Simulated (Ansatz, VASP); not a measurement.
# ZnS: VASP beside Ansatz

Contents of POSCAR:

```
ZnS
1.0
    0.0000000000      2.6940858343      2.6940858343
    2.6940858343      0.0000000000      2.6940858343
    2.6940858343      2.6940858343      0.0000000000
Zn S
1 1
Direct
    0.0000000000      0.0000000000      0.0000000000
    0.2500000000      0.2500000000      0.2500000000
```

File INCAR.step1:

```
PREC = Accurate
ENCUT = 520
ISMEAR = 0
SIGMA = 0.01
LREAL = False
LASPH = True
NELM = 60
NBANDS = 16
GGA = PE
ALGO = Normal
EDIFF = 1E-4
LWAVE = True
LCHARG = False
```

Contents of INCAR.step2:

```
PREC = Accurate
ENCUT = 520
EDIFF = 1E-6
ISMEAR = 0
SIGMA = 0.01
LREAL = False
LASPH = True
NELM = 60
ALGO = Normal
ISIF = 2
LWAVE = False
LCHARG = False
METAGGA = R2SCAN
LMIXTAU = True
NBANDS = 16
ISTART = 1
```

KPOINTS

```
Automatic mesh
0
Gamma
  5 5 5
```

Input for Ansatz:

```yaml
crystal:
  lattice:
    - [0.0, 2.6940858343, 2.6940858343]
    - [2.6940858343, 0.0, 2.6940858343]
    - [2.6940858343, 2.6940858343, 0.0]
  atoms:
    - { symbol: Zn, position: [0.0, 0.0, 0.0] }
    - { symbol: S, position: [0.25, 0.25, 0.25] }
kpoints:
  mp_grid: { grid: [5, 5, 5] }
hamiltonian:
  xc: r2scan
scf:
  occupations: { method: fixed }
  n_extra_bands: 4
output:
  forces: true
  stress: true
  eigenvalues: true
```

Alike in both runs: task single point; functional r2SCAN; k mesh 5 × 5 × 5; no spin polarisation.

|  | VASP | Ansatz |
| --- | --- | --- |
| version | VASP 6.6.1 | Ansatz 0.2.0 |
| potentials or method | VASP PAW PBE potentials, release 64 (Zn, S) | plane waves |
| plane-wave cutoff (eV) | 520 | 500 |
| occupations | gaussian, width 0.01 eV | fixed |
| valence electrons in the cell | 18 | 18 |

|  | VASP | Ansatz | Ansatz less VASP |
| --- | --- | --- | --- |
| gap on the k mesh at the Fermi level (eV) | 2.71 | 2.70 | -0.010 |
| pressure (GPa) | 0.1 | 0.1 | 0.00 |

VASP's potentials were made for PBE, not for r2SCAN.
